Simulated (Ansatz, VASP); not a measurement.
**MoS2 in VASP and in Ansatz**

```
Mo S
1.0
     3.18507    0.00000    0.00000
    -1.59253    2.75835    0.00000
     0.00000    0.00000   14.80799
Mo S
2 4
Direct
  0.66667 0.33333 0.25000
  0.33333 0.66667 0.75000
  0.66667 0.33333 0.64448
  0.33333 0.66667 0.35552
  0.66667 0.33333 0.85552
  0.33333 0.66667 0.14448
```

Alike in both runs: functional PBE; k mesh 12 × 12 × 2; occupations gaussian, width 0.02 eV; no spin polarisation.

Ansatz relaxed the structure, and its values are those at the end. VASP's run is a single point on that final structure, the one shown.

|  | VASP | Ansatz |
| --- | --- | --- |
| version | VASP 6.6.1 | Ansatz 0.2.0 |
| potentials or method | VASP PAW PBE potentials, release 64 (Mo_sv, S), cutoff 520 eV | scalar-relativistic, plane waves, PAW |
| valence electrons in the cell | 52 | 52 |

Ansatz gave:

* gap on the k mesh at the Fermi level (eV): 1.45
* least direct gap on the mesh (eV): 1.66
* pressure (GPa): 0.0
* rms of the force components (eV/Å): 0.001

What did VASP give for the same quantities?

gap on the k mesh at the Fermi level (eV): 1.46; least direct gap on the mesh (eV): 1.67; pressure (GPa): -0.1; rms of the force components (eV/Å): 0.005.
